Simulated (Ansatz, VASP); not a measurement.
CaO in VASP and in Ansatz

```
Ca O
1.0
     0.00000    2.37484    2.37484
     2.37484    0.00000    2.37484
     2.37484    2.37484    0.00000
Ca O
1 1
Direct
  0.00000 0.00000 0.00000
  0.50000 0.50000 0.50000
```

Alike in both runs: task single point; functional PBEsol; k mesh 8 × 8 × 8; occupations gaussian, width 0.02 eV; no spin polarisation.

|  | VASP | Ansatz |
| --- | --- | --- |
| version | VASP 6.6.1 | Ansatz 0.2.0 |
| potentials or method | VASP PAW PBE potentials, release 64 (Ca_sv, O), cutoff 600 eV | scalar-relativistic, plane waves, PAW |
| valence electrons in the cell | 16 | 16 |

```csv
,VASP,Ansatz,Ansatz less VASP
gap on the k mesh at the Fermi level (eV),3.52,3.54,+0.022
least direct gap on the mesh (eV),3.89,3.91,+0.021
pressure (GPa),1.9,1.3,-0.59
```

VASP's potentials were made for PBE, not for PBEsol, and Ansatz warns of the same on its side.
